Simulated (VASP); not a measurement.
Al3InAs4: relaxation of cell and atoms with PBE

Crystal: Al3InAs4.

```
Al In As
1.0
     5.51618    0.00000    0.00000
     0.00000    5.51618    0.00000
     0.00000    0.00000    5.51618
Al In As
3 1 4
Direct
  0.50000 0.00000 0.00000
  0.00000 0.00000 0.50000
  0.00000 0.50000 0.00000
  0.50000 0.50000 0.50000
  0.75000 0.25000 0.75000
  0.75000 0.75000 0.25000
  0.25000 0.25000 0.25000
  0.25000 0.75000 0.75000
```

| Quantity | Value |
| --- | --- |
| Program | VASP 6.6.1 |
| Task | relaxation of cell and atoms |
| Functional | PBE |
| Potentials or basis | VASP PAW PBE potentials, release 64 (Al, In_d, As) |
| Cutoff | 600 eV |
| k mesh | 4 × 4 × 4 |
| Occupations | gaussian, width 0.1 eV |
| Spin | no spin polarisation |
| Dipole correction | no |
| Further INCAR settings | ALGO = Normal; EDIFF = 1e-07; IBRION = 2; EDIFFG = -0.04; NSW = 90; ISIF = 3 |

The relaxed volume is 24.95 Å³/atom and the relaxed cell is a = 5.844 Å, b = 5.844 Å, c = 5.844 Å, α = 90.00°, β = 90.00°, γ = 90.00°. The space group after relaxing (to 0.05 Å) is P-43m (No. 215) and the energy gained by relaxing is 218.8 meV/atom. The ionic steps are 7, the pressure after relaxing is -0.1 GPa and the band gap on the k mesh is 1.13 eV, direct.

The path:
| step | energy change (eV) | largest force (eV/Å) | pressure (GPa) | volume (Å³) |
| --- | --- | --- | --- | --- |
| 1 | 0.0000 | 2.1182 | 16.66 | 167.85 |
| 2 | -1.1655 | 0.0608 | -6.03 | 226.62 |
| 3 | -1.7110 | 0.4442 | -0.58 | 201.44 |
| 4 | -1.7109 | 0.4640 | -0.36 | 200.72 |
| 5 | -1.7410 | 0.2307 | 0.02 | 199.21 |
| 6 | -1.7487 | 0.0429 | 0.37 | 197.97 |
| 7 | -1.7500 | 0.0117 | -0.15 | 199.57 |

Final structure:
```
Al In As
1.0
     5.84380    0.00000    0.00000
     0.00000    5.84380    0.00000
     0.00000    0.00000    5.84380
Al In As
3 1 4
Direct
  0.50000 0.00000 0.00000
  0.00000 0.00000 0.50000
  0.00000 0.50000 0.00000
  0.50000 0.50000 0.50000
  0.76078 0.23922 0.76078
  0.76078 0.76078 0.23922
  0.23922 0.23922 0.23922
  0.23922 0.76078 0.76078
```

Levels at points of the mesh, in eV from the valence-band top:
```tsv
k point	band 18	band 19	band 20	band 21	band 22	band 23	band 24	band 25
(0.00, 0.00, 0.00)	-2.03	0.00	0.00	0.00	1.13	1.64	1.64	1.64
(0.50, 0.00, 0.00)	-1.43	-1.43	-1.06	-1.06	2.38	2.63	3.26	3.43
(0.50, 0.50, 0.00)	-1.22	-0.87	-0.68	-0.68	2.95	2.95	3.06	3.55
(0.50, 0.50, 0.50)	-0.95	-0.50	-0.50	-0.50	1.41	1.77	1.77	1.77
```

It took 7.1 min on 1 thread of Intel Xeon 6975P-C, on a shared host, peak memory 0.37 GiB.

Caveat: the volume moved by over 15 % at a fixed basis, so the end points are rough; spin-orbit coupling is left out, which moves the levels of the heavy elements. A k mesh can miss the band edges.
